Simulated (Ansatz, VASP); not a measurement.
# ZrC in VASP and in Ansatz

```
Zr C
1.0
     0.00000    2.38546    2.42072
     2.38546    0.00000    2.42072
     2.38546    2.38546    0.00000
Zr C
1 1
Direct
  0.50000 0.50000 0.50000
  0.00000 0.00000 0.00000
```

Change from the starting cell: strain +0.015 along x and y, +0.030 along z, atoms carried along.

Alike in both runs: task single point; functional PBE; k mesh 18 × 18 × 18; occupations gaussian, width 0.15 eV; no spin polarisation.

```csv
,VASP,Ansatz
version,VASP 6.6.1,Ansatz 0.2.0
potentials or method,"VASP PAW PBE potentials, release 64 (Zr_sv, C), cutoff 520 eV","scalar-relativistic, plane waves, PAW"
valence electrons in the cell,16,16
```

```tsv
	VASP	Ansatz	Ansatz less VASP
gap on the k mesh at the Fermi level (eV)	none	none	-
pressure (GPa)	-10.5	-10.7	-0.21
traceless stress, the component that is largest in VASP (GPa)	-2.63	-2.61	+0.022
```

A gap of «none» marks a metal or a gap that the smearing closes.
